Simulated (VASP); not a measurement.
Runs of VASP 6.6.1 on Ge. Symmetry: Cmmm, No. 65, orthorhombic system. Conventional cell: a = 2.794 Å, b = 5.201 Å, c = 2.698 Å, α = 90.00°, β = 90.00°, γ = 90.00°. Within 3.6 Å of Ge (site symmetry mmm) lie 8 Ge at 2.70 to 2.95 Å. 

```tsv
k mesh	gap on the mesh (eV)	pressure (GPa)
3 × 3 × 3	none	-6.2
9 × 9 × 8	none	-4.1
7 × 7 × 6	none	-5.3
5 × 5 × 4	none	(a)
```

Alike in all rows: task single point; level PBEsol; potentials or basis VASP PAW PBE potentials, release 64 (Ge_d); no spin polarisation; cell as given; cutoff (eV) 520; smearing fermi-dirac 0.1 eV.

Task: Estimate the missing entries.

Result: (a) -1.1.

Caveats: some runs use coarse meshes; the PAW data sets were made with another functional, which shifts forces and pressure a little.

A k mesh can miss the band edges, and the runs leave out spin-orbit coupling on Ge.

A gap of «none» marks levels without a gap at the run's occupations.
